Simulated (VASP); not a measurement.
Set up this calculation in VASP 6.6.1, as the native input.

```yaml
Task: single point
Functional: PBE
Potentials_or_basis: VASP PAW PBE potentials, release 64 (Ga_d, N)
Cutoff: 520 eV
k_mesh: 10 × 10 × 10
Occupations: gaussian, width 0.05 eV
Spin: no spin polarisation
Dipole_correction: no
Further_INCAR_settings: ALGO = Normal; EDIFF = 1e-07; NBANDS = 16
```

The structure of GaN lies in POSCAR:

```
GaN
1.0
    0.0000000000      2.3661756379      2.3098381227
    2.3661756379      0.0000000000      2.3098381227
    2.3661756379      2.3661756379      0.0000000000
Ga N
1 1
Direct
    0.0000000000      0.0000000000      0.0000000000
    0.7500000000      0.7500000000      0.7500000000
```

This cell differs from its parent crystal: strain +0.050 along x and y, +0.025 along z.

The input as run:

INCAR

```
ALGO = Normal
EDIFF = 1E-7
ENCUT = 520
GGA = PE
ISIF = 2
ISMEAR = 0
LASPH = True
LCHARG = False
LREAL = False
LWAVE = False
NBANDS = 16
NELM = 100
PREC = Accurate
SIGMA = 0.05
```

KPOINTS

```
k-points
0
Gamma
  10 10 10
```

Potentials or basis: VASP PAW PBE potentials, release 64 (Ga_d, N).

The run is started by

```sh
$ cat potpaw_PBE.64/Ga_d/POTCAR potpaw_PBE.64/N/POTCAR > POTCAR
$ mpirun -np 1 vasp_std > vasp.out
```

Results of the run:

* Pressure: -13.0 GPa
* Band gap on the k mesh: 0.87 eV, direct

Caveat: the cell differs from its parent crystal (strain +0.050 along x and y, +0.025 along z).

Run time: 97 s on 1 thread of Intel Xeon 8259CL, with other jobs on the host, peak memory 0.18 GiB.
